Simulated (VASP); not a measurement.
# TiSi2 (Fddd) in VASP: further runs

The runs below take TiSi2 through single point, with PBEsol.

All numbers are computed with VASP 6.6.1; they aren't measurements. Logs are shortened: lines on timing, memory, paths and dates and some standing lists are left out, and cuts for length are marked.

### 1 The cell of the first run

It takes space group Fddd (No. 70, orthorhombic). Conventional cell: a = 4.779 Å, b = 8.235 Å, c = 8.526 Å, α = 90.00°, β = 90.00°, γ = 90.00°. Ti (site symmetry 222) has 10 Si at 2.55 to 2.78 Å and 4 Ti at 3.20 Å within 3.4 Å. Si (site symmetry 2) has 9 Si at 2.52 to 3.20 Å and 5 Ti at 2.55 to 2.78 Å within 3.3 Å.

### 2 Single point, PBEsol

INCAR reads:

```
SYSTEM = TiSi2
PREC = Accurate ; ENCUT = 520
EDIFF = 1E-6 ; ISMEAR = 0
SIGMA = 0.1 ; LREAL = .FALSE.
LASPH = .TRUE. ; NELM = 80
ALGO = Normal ; ISIF = 2
LWAVE = .FALSE. ; LCHARG = .FALSE.
GGA = PS ; NBANDS = 29
```

KPOINTS reads:

```
regular mesh
0
G
  6 6 6
  0 0 0
```

POSCAR reads:

```
TiSi2
1.0
    0.0000000000      4.1175163100      4.2628978400
    2.3895119500      0.0000000000      4.2628978400
    2.3895119500      4.1175163100      0.0000000000
Ti Si
2 4
Direct
    0.5000000000      0.5000000000      0.5000000000
    0.7500000000      0.7500000000      0.7500000000
    0.8374343900      0.1625656100      0.8374343900
    0.1625656100      0.8374343900      0.1625656100
    0.0874343900      0.4125656100      0.0874343900
    0.4125656100      0.0874343900      0.4125656100
```

Potentials or basis: VASP PAW PBE potentials, release 64 (Ti_sv, Si).

On the command line:

```sh
cat potpaw_PBE.64/Ti_sv/POTCAR potpaw_PBE.64/Si/POTCAR > POTCAR
mpirun -np 1 vasp_std > vasp.out
```

OUTCAR:

```text
SYSTEM = TiSi2
   PREC = Accurate
   ENCUT = 520
   EDIFF = 1E-6
   ISMEAR = 0
   LREAL = .FALSE.
   LASPH = .TRUE.
   NELM = 80
   ISIF = 2
   GGA = PS

 ion  position               nearest neighbor table
   1  0.500  0.500  0.500-   5 2.55   6 2.55   5 2.55   6 2.55   4 2.74   4 2.74   3 2.74   3 2.74
                             4 2.78   3 2.78
   2  0.750  0.750  0.750-   3 2.55   4 2.55   3 2.55   4 2.55   5 2.74   6 2.74   5 2.74   6 2.74
                             6 2.78   5 2.78
   3  0.837  0.163  0.837-   6 2.52   6 2.52   2 2.55   2 2.55   4 2.68   1 2.74   1 2.74   1 2.78
                             4 2.79   4 2.79
   4  0.163  0.837  0.163-   5 2.52   5 2.52   2 2.55   2 2.55   3 2.68   1 2.74   1 2.74   1 2.78
                             3 2.79   3 2.79
   5  0.087  0.413  0.087-   4 2.52   4 2.52   1 2.55   1 2.55   6 2.68   2 2.74   2 2.74   2 2.78
                             6 2.79   6 2.79
   6  0.413  0.087  0.413-   3 2.52   3 2.52   1 2.55   1 2.55   5 2.68   2 2.74   2 2.74   2 2.78
                             5 2.79   5 2.79

  LATTYP: Found a face centered orthorhombic cell.
 ALAT       =     4.7790239000
 B/A-ratio  =     1.7231620499
 C/A-ratio  =     1.7840035661

  Lattice vectors:

 A1 = (   0.0000000000,   4.1175163100,   4.2628978400)
 A2 = (   2.3895119500,   0.0000000000,   4.2628978400)
 A3 = (   2.3895119500,   4.1175163100,   0.0000000000)

Analysis of symmetry for initial positions (statically):
=====================================================================
 Subroutine PRICEL returns:
 Original cell was already a primitive cell.

 Routine SETGRP: Setting up the symmetry group for a
 face centered orthorhombic supercell.

 Subroutine GETGRP returns: Found  8 space group operations
 (whereof  4 operations were pure point group operations)
 out of a pool of  8 trial point group operations.

The static configuration has the point symmetry D_2 .
 The point group associated with its full space group is D_2h.

Analysis of symmetry for dynamics (positions and initial velocities):
=====================================================================
 Subroutine PRICEL returns:
 Original cell was already a primitive cell.

 Routine SETGRP: Setting up the symmetry group for a
 face centered orthorhombic supercell.

 Subroutine GETGRP returns: Found  8 space group operations
 (whereof  4 operations were pure point group operations)
 out of a pool of  8 trial point group operations.

The dynamic configuration has the point symmetry D_2 .
 The point group associated with its full space group is D_2h.

 Subroutine INISYM returns: Found  8 space group operations
 (whereof  4 operations are pure point group operations),
 and found     1 'primitive' translations

----------------------------------------------------------------------------------------

                                     Primitive cell

  volume of cell :      83.8841

  direct lattice vectors                    reciprocal lattice vectors
     0.000000000  4.117516310  4.262897840    -0.209247750  0.121432427  0.117291105
     2.389511950  0.000000000  4.262897840     0.209247750 -0.121432427  0.117291105
     2.389511950  4.117516310  0.000000000     0.209247750  0.121432427 -0.117291105

  length of vectors
     5.926739285  4.886928008  4.760641545     0.268863644  0.268863644  0.268863644

  position of ions in fractional coordinates (direct lattice)
     0.500000000  0.500000000  0.500000000
     0.750000000  0.750000000  0.750000000
     0.837434390  0.162565610  0.837434390
     0.162565610  0.837434390  0.162565610
     0.087434390  0.412565610  0.087434390
     0.412565610  0.087434390  0.412565610

  ion indices of the primitive-cell ions
   primitive index   ion index
                 1           1
                 2           2
                 3           3
                 4           4
                 5           5
                 6           6

----------------------------------------------------------------------------------------

 KPOINTS: regular mesh

Automatic generation of k-mesh.
 Grid dimensions read from file:
 generate k-points for:    6    6    6

 Generating k-lattice:

  Cartesian coordinates                     Fractional coordinates (reciprocal lattice)
    -0.034874625  0.020238738  0.019548518     0.166666667  0.000000000  0.000000000
     0.034874625 -0.020238738  0.019548518     0.000000000  0.166666667  0.000000000
     0.034874625  0.020238738 -0.019548518     0.000000000  0.000000000  0.166666667

  Length of vectors
     0.044810607  0.044810607  0.044810607

  Shift w.r.t. Gamma in fractional coordinates (k-lattice)
     0.000000000  0.000000000  0.000000000

 Subroutine IBZKPT returns following result:
 ===========================================

 Found     46 irreducible k-points:

 Following reciprocal coordinates:
            Coordinates               Weight
  0.000000  0.000000  0.000000      1.000000
  0.166667  0.000000  0.000000      8.000000
  0.333333 -0.000000  0.000000      8.000000
  0.500000  0.000000  0.000000      4.000000
  0.166667  0.166667  0.000000      2.000000
  0.333333  0.166667  0.000000      8.000000
[... 16 lines left out ...]
 -0.166667  0.166667  0.166667      8.000000
  0.500000  0.333333  0.166667      4.000000
 [... further k-points ...]
   k-points           NKPTS =     46   k-points in BZ     NKDIM =     46   number of bands    NBANDS=     29
   number of dos      NEDOS =    301   number of ions     NIONS =      6
   total plane-waves  NPLWV =  62208
   dimension x,y,z NGX =    48 NGY =   36 NGZ =   36
   dimension x,y,z NGXF=    96 NGYF=   72 NGZF=   72
   ions per type =               2   4
   NGX,Y,Z   is equivalent  to a cutoff of  13.46, 12.25, 12.57 a.u.
   NGXF,Y,Z  is equivalent  to a cutoff of  26.93, 24.49, 25.14 a.u.
 SYSTEM =  TiSi2
   PREC   = accura    normal or accurate (medium, high low for compatibility)
   ISTART =      0    job   : 0-new  1-cont  2-samecut
   ICHARG =      2    charge: 1-file 2-atom 10-const
   ISPIN  =      1    spin polarized calculation?
   LNONCOLLINEAR =      F non collinear calculations
   LSORBIT =      F    spin-orbit coupling
   LASPH  =      T    aspherical Exc in radial PAW
   ENCUT  =  520.0 eV  38.22 Ry    6.18 a.u.  11.02  9.09  8.85*2*pi/ulx,y,z
   NELM   =     80;   NELMIN=  2; NELMDL= -5     # of ELM steps
   EDIFF  = 0.1E-05   stopping-criterion for ELM
   LREAL  =      F    real-space projection
   EDIFFG = 0.1E-04   stopping-criterion for IOM
   NSW    =      0    number of steps for IOM
   IBRION =     -1    ionic relax: 0-MD 1-quasi-New 2-CG
   NFREE  =      0    steps in history (QN), initial steepest desc. (CG)
   ISIF   =      2    stress and relaxation
   ISYM   =      2    0-nonsym 1-usesym 2-fastsym
   POTIM  = 0.5000    time-step for ionic-motion
   TEBEG  =    0.0;   TEEND  =   0.0 temperature during run
   PSTRESS=    0.0 pullay stress
   NELECT =      40.0000    total number of electrons
   NUPDOWN=      -1.0000    fix difference up-down
   EMIN   =  10.00;   EMAX   =-10.00  energy-range for DOS
   EFERMI =   0.00;   METHOD = LEGACY
   ISMEAR =     0;   SIGMA  =   0.10  broadening in eV -4-tet -1-fermi 0-gaus
   EFERMI_NEDOS =   21; number of points for ismear=-14 and -15
   IALGO  =     38    algorithm
   IMIX   =      4    mixing-type and parameters
     AMIX     =   0.40;   BMIX     =  1.00
     AMIX_MAG =   1.60;   BMIX_MAG =  1.00
  volume/ion in A,a.u.               =      13.98        94.35
  Fermi-wavevector in a.u.,A,eV,Ry     =   1.278994  2.416947 22.256742  1.635824
  Thomas-Fermi vector in A             =   2.411504
   LORBIT       =      0    0 simple, 1 ext, 2 COOP (PROOUT), +10 PAW based schemes
   GGA     = PS    functional components
   LHFCALC =     F    Hartree Fock is set to
   AEXX    =    0.0000 exact exchange contribution
   IVDW    =     0    specifies the selected vdW correction
   LEPSILON=     F    determine dielectric tensor
   LRPA    =     F    only Hartree local field effects (RPA)
 non-spin polarized calculation
 Gauss-broadening in eV      SIGMA  =   0.10
  energy-cutoff  :      520.00
  volume of cell :       83.88
 maximum number of plane-waves:      2276
 NGX is ok and might be reduce to    48
   NGX = 23   NGY = 19   NGZ = 17

 number of electron      40.0000003 magnetization

 Free energy of the ion-electron system (eV)
  ---------------------------------------------------
  ext. energy  EPLUGINS =         0.00000000
  ---------------------------------------------------
  free energy    TOTEN  =       -43.69914523 eV

  energy without entropy =      -43.69005168  energy(sigma->0) =      -43.69459846

 E-fermi :  10.1595     XC(G=0): -11.8230

 val. band max:       10.1543058600   @ k =   0.5000   0.1667   0.1667
 cond. band min:      10.1753435846   @ k =  -0.3333   0.1667  -0.0000
 fundamental gap:      0.0210377246
 Fermi energy:        10.1594727299

 k-point     1 :       0.0000    0.0000    0.0000
  band No.  band energies     occupation
      1     -45.9142      2.00000
      2     -45.8849      2.00000
      3     -22.4059      2.00000
      4     -22.3844      2.00000
      5     -22.3114      2.00000
      6     -22.2964      2.00000
[... 21 lines left out ...]
     28      13.8832      0.00000
     29      13.9335      0.00000

 k-point     2 :       0.1667    0.0000    0.0000
  band No.  band energies     occupation
      1     -45.9127      2.00000
      2     -45.8864      2.00000
      3     -22.4049      2.00000
      4     -22.3834      2.00000
      5     -22.3185      2.00000
      6     -22.2962      2.00000
[... 21 lines left out ...]
     28      14.0178      0.00000
     29      14.1468      0.00000

 k-point     3 :       0.3333   -0.0000    0.0000
  band No.  band energies     occupation
      1     -45.9091      2.00000
      2     -45.8899      2.00000
      3     -22.4060      2.00000
      4     -22.3767      2.00000
      5     -22.3363      2.00000
      6     -22.2928      2.00000
[... 638 lines left out ...]
      5     -22.3162      2.00000
      6     -22.3043      2.00000
[... 21 lines left out ...]
     28      14.5559      0.00000
     29      15.0948      0.00000

 k-point    24 :       0.5000    0.3333    0.1667
  band No.  band energies     occupation
      1     -45.9058      2.00000
      2     -45.8931      2.00000
      3     -22.4014      2.00000
      4     -22.3641      2.00000
      5     -22.3477      2.00000
      6     -22.3008      2.00000
[... 21 lines left out ...]
     28      14.1607      0.00000
     29      14.6732      0.00000

 [... further k-points ...]
[... 5 lines left out ...]
  --------------------------------------------------------------------------------------
  -------------------------------------------------------------------------------------
  Total       -0.7554176     -0.8461329     -1.2296346      0.0000000      0.0000000      0.0000000
  in kB      -14.4284015    -16.1610557    -23.4858994      0.0000000      0.0000000      0.0000000
  external PRESSURE =     -18.0251189 kB  Pullay stress =       0.0000000 kB

 VOLUME and BASIS-vectors are now :
 -----------------------------------------------------------------------------
  energy-cutoff  :      520.00
  volume of cell :       83.88
      direct lattice vectors                 reciprocal lattice vectors
     0.000000000  4.117516310  4.262897840    -0.209247750  0.121432427  0.117291105
     2.389511950  0.000000000  4.262897840     0.209247750 -0.121432427  0.117291105
     2.389511950  4.117516310  0.000000000     0.209247750  0.121432427 -0.117291105

 POSITION                                       TOTAL-FORCE (eV/Angst)
 -----------------------------------------------------------------------------------
      2.38951      4.11752      4.26290         0.000000     -0.000000      0.000000
      3.58427      6.17627      6.39435        -0.000000      0.000000      0.000000
      2.38951      6.89630      4.26290         0.000000     -0.100990     -0.000000
      2.38951      1.33873      4.26290         0.000000      0.100990     -0.000000
      1.19476      0.72003      2.13145         0.000000     -0.100990     -0.000000
      1.19476      3.39749      2.13145         0.000000      0.100990     -0.000000
 -----------------------------------------------------------------------------------
    total drift:                               -0.000000     -0.000000      0.000000

  FREE ENERGIE OF THE ION-ELECTRON SYSTEM (eV)
  ---------------------------------------------------
  free  energy   TOTEN  =       -43.6991452322 eV

  energy  without entropy=      -43.6900516820  energy(sigma->0) =      -43.69459846
```

It took 1.9 min on 1 thread of Intel Xeon Platinum 8488C (Sapphire Rapids), shared host; peak memory 0.28 GiB.

What came out:

```yaml
Free_energy: -43.6991 eV
Pressure: -1.8 GPa
Largest_force: 0.101 eV/Å
Band_gap_on_the_k_mesh: zero (bands 20 and 21 overlap by 1.72 eV)
```

Forces in eV/Å, atoms in the order of the input:
```
Ti   0.000  0.000  0.000
Ti   0.000  0.000  0.000
Si   0.000 -0.101  0.000
Si   0.000  0.101  0.000
Si   0.000 -0.101  0.000
Si   0.000  0.101  0.000
```

Stress tensor (GPa, compression positive):
```
-1.44  0.00  0.00
 0.00 -1.62  0.00
 0.00  0.00 -2.35
```

Levels at points of the mesh, in eV from the Fermi level:
| k point | band 17 | band 18 | band 19 | band 20 | band 21 | band 22 | band 23 | band 24 |
| --- | --- | --- | --- | --- | --- | --- | --- | --- |
| (0.00, 0.00, 0.00) | -2.34 | -2.11 | -1.83 | -1.41 | -0.99 | 2.02 | 3.07 | 3.30 |
| (0.50, 0.00, 0.00) | -1.99 | -1.11 | -0.09 | 0.09 | 0.93 | 1.33 | 1.63 | 2.20 |
| (0.50, 0.50, 0.00) | -1.61 | -1.61 | -1.03 | -1.03 | 0.68 | 0.68 | 3.18 | 3.18 |
| (0.50, 0.00, 0.50) | -2.41 | -2.41 | -0.93 | -0.93 | 1.22 | 1.22 | 3.24 | 3.24 |
| (0.00, 0.50, 0.50) | -1.17 | -1.17 | -0.71 | -0.71 | 0.78 | 0.78 | 2.23 | 2.23 |

Caveat: the PAW data sets were made with another functional, which shifts forces and pressure a little.

### 3 Single point, PBEsol

This run uses another cell than the first one, of 13.79 Å³/atom.

INCAR reads:

```
SYSTEM = TiSi2
ALGO = Normal
EDIFF = 1E-6
ENCUT = 520
GGA = PS
ISIF = 2
ISMEAR = 0
LASPH = .TRUE.
LCHARG = .FALSE.
LREAL = .FALSE.
LWAVE = .FALSE.
NBANDS = 29
NELM = 80
PREC = Accurate
SIGMA = 0.1
```

KPOINTS reads:

```
k-points
0
G
  10 10 10
  0 0 0
```

POSCAR reads:

```
TiSi2
1.0
    0.0000000000      4.0909640082      4.2477529431
    2.3809343164      0.0000000000      4.2477529431
    2.3809343164      4.0909640082      0.0000000000
Ti Si
2 4
Direct
    0.5000000000      0.5000000000      0.5000000000
    0.7500000000      0.7500000000      0.7500000000
    0.8361621032      0.1638378968      0.8361621032
    0.1638378968      0.8361621032      0.1638378968
    0.0861621032      0.4138378968      0.0861621032
    0.4138378968      0.0861621032      0.4138378968
```

Potentials or basis: VASP PAW PBE potentials, release 64 (Ti_sv, Si).

On the command line:

```sh
cat potpaw_PBE.64/Ti_sv/POTCAR potpaw_PBE.64/Si/POTCAR > POTCAR
mpirun -np 1 vasp_std > vasp.out
```

Wall time 6.7 min (1 thread of Intel Xeon Platinum 8488C (Sapphire Rapids), shared host); peak memory 0.47 GiB.

Results (log left out):

```
Free energy            : -43.6858 eV
Pressure               : 0.2 GPa
Band gap on the k mesh : zero (bands 20 and 21 overlap by 1.88 eV)
```

Stress tensor (GPa, compression positive):
```
0.15 0.00 0.00
0.00 0.14 0.00
0.00 0.00 0.24
```

Levels at points of the mesh, in eV from the Fermi level:
| k point | band 16 | band 17 | band 18 | band 19 | band 20 | band 21 | band 22 | band 23 | band 24 | band 25 |
| --- | --- | --- | --- | --- | --- | --- | --- | --- | --- | --- |
| (0.00, 0.00, 0.00) | -2.54 | -2.29 | -2.02 | -1.76 | -1.38 | -0.94 | 2.09 | 3.19 | 3.44 | 3.46 |
| (0.50, 0.00, 0.00) | -2.47 | -1.96 | -1.08 | -0.03 | 0.15 | 1.04 | 1.40 | 1.74 | 2.29 | 2.71 |
| (0.50, 0.50, 0.00) | -2.98 | -1.56 | -1.56 | -1.00 | -1.00 | 0.77 | 0.77 | 3.30 | 3.30 | 3.53 |
| (0.50, 0.00, 0.50) | -2.39 | -2.37 | -2.37 | -0.87 | -0.87 | 1.31 | 1.31 | 3.37 | 3.37 | 3.47 |
| (0.00, 0.50, 0.50) | -1.25 | -1.17 | -1.17 | -0.64 | -0.64 | 0.88 | 0.88 | 2.35 | 2.35 | 3.19 |

Caveat: the PAW data sets were made with another functional, which shifts forces and pressure a little.
